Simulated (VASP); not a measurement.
## IrO: single point with r2SCAN

The system is IrO.

```xyz
2
Lattice="0.0000 2.4989 2.4989 2.4989 0.0000 2.4989 2.4989 2.4989 0.0000" Properties=species:S:1:pos:R:3 pbc="T T T"
Ir    0.0000    0.0000    0.0000
O     1.2495    1.2495    1.2495
```

```
Program             : VASP 6.6.1
Task                : single point
Functional          : r2SCAN
Potentials or basis : VASP PAW PBE potentials, release 64 (Ir, O)
Cutoff              : 520 eV
k mesh              : 16 × 16 × 16
Occupations         : gaussian, width 0.1 eV
Spin                : collinear spin
Starting moments    : [2.5, 0.0] μB
```

```
Pressure                                              : -21.3 GPa
Net moment                                            : 0.00 μB per cell
Valence electrons inside the program's atomic spheres : Ir 7.67; O 4.86
```

Levels at points of the mesh, in eV from the Fermi level:
Spin up:
```
           k point  band 4  band 5  band 6  band 7  band 8  band 9  band 10  band 11
(0.00, 0.00, 0.00)   -7.05   -2.07   -1.98   -1.98    1.44    1.44     1.44    13.02
(0.50, 0.00, 0.00)   -6.65   -1.74   -1.69   -1.69    0.48    0.48     3.33     5.63
(0.50, 0.50, 0.00)   -5.91   -2.67   -1.52   -1.34   -0.32   -0.32     5.82     6.39
```
Spin down:
```
           k point  band 4  band 5  band 6  band 7  band 8  band 9  band 10  band 11
(0.00, 0.00, 0.00)   -7.05   -2.07   -1.98   -1.98    1.44    1.44     1.44    13.02
(0.50, 0.00, 0.00)   -6.65   -1.74   -1.69   -1.69    0.48    0.48     3.33     5.63
(0.50, 0.50, 0.00)   -5.91   -2.67   -1.52   -1.34   -0.32   -0.32     5.82     6.39
```

Wall time 10 min on 1 thread of AMD EPYC 9R45 (Zen 5) (shared host), peak memory 0.25 GiB.

Caveat: the cell stands under tension; the PAW data sets were made with another functional, which shifts forces and pressure a little; spin-orbit coupling is left out, which moves the levels of the heavy elements.
